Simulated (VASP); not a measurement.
The system is BaTe.

```
Ba Te
1.0
     0.00000    3.70901    3.70901
     3.70901    0.00000    3.70901
     3.70901    3.70901    0.00000
Ba Te
1 1
Direct
  0.00000 0.00000 0.00000
  0.50000 0.50000 0.50000
```

This cell differs from its parent crystal: strain +5.0%.

Base run:

| Item | Value |
| --- | --- |
| Program | VASP 6.6.1 |
| Functional | HSE06 |
| Potentials or basis | VASP PAW PBE potentials, release 64 (Ba_sv, Te) |
| Cutoff | 520 eV |
| k mesh | 4 × 4 × 4 |
| Occupations | gaussian, width 0.01 eV |
| Spin | no spin polarisation |

Its results: band gap on the k mesh 2.54 eV, indirect (least direct gap 2.95 eV); pressure -3.2 GPa.

The run is repeated on the same cell with these changes: functional from HSE06 to PBE. What comes out?

Band gap on the k mesh 1.81 eV, indirect (least direct gap 2.18 eV); pressure -2.8 GPa.

HSE06 gives the wider gap, since exact exchange removes part of the self-interaction.

Caveats: spin-orbit coupling is left out, which moves the levels of the heavy elements; the PAW data sets were made with another functional, which shifts forces and pressure a little (some runs).

A k mesh can miss the band edges.
